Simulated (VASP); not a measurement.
Ge:

```
Ge
1.0
     3.28530    0.00000    0.00000
    -1.64265    2.84515    0.00000
     0.00000    0.00000    5.33222
Ge
2
Direct
  0.33333 0.66667 0.25000
  0.66667 0.33333 0.75000
```

This isn't the form of Ge at room conditions, which is diamond.

| Quantity | Value |
| --- | --- |
| Program | VASP 6.6.1 |
| Task | relaxation of cell and atoms |
| Functional | PBEsol |
| Potentials or basis | VASP PAW PBE potentials, release 64 (Ge_d) |
| Cutoff | 600 eV |
| k mesh | 6 × 6 × 4 |
| Occupations | gaussian, width 0.1 eV |
| Spin | no spin polarisation |

At the start: pressure -11.4 GPa; volume 24.92 Å³/atom.

Problem. Where does the relaxation end?

Solution. Over 5 steps the energy falls by 339.6 meV/atom and the volume is 18.10 Å³/atom (-27.4 %); space group P6_3/mmc (No. 194, to 0.1 Å) before and after.

The path:
```
step  energy change (eV)  largest force (eV/Å)  pressure (GPa)  volume (Å³)
   1              0.0000                0.0000          -11.38        49.84
   2             -0.6567                0.0000           -3.51        38.13
   3             -0.6783                0.0000           -0.52        36.49
   4             -0.6787                0.0000            0.04        36.22
   5             -0.6793                0.0000            0.18        36.20
```

Final structure:
```xyz
2
Lattice="2.9475 0.0000 0.0000 -1.4738 2.5526 0.0000 0.0000 0.0000 4.8114" Properties=species:S:1:pos:R:3 pbc="T T T"
Ge    0.0000    1.7017    1.2028
Ge    1.4738    0.8509    3.6085
```

Caveat: the k points lie up to 0.41 Å⁻¹ apart in the final cell, too coarse for converged energies and pressures of a metal; the volume moved by over 15 % at a fixed basis, so the end points are rough; the PAW data sets were made with another functional, which shifts forces and pressure a little.
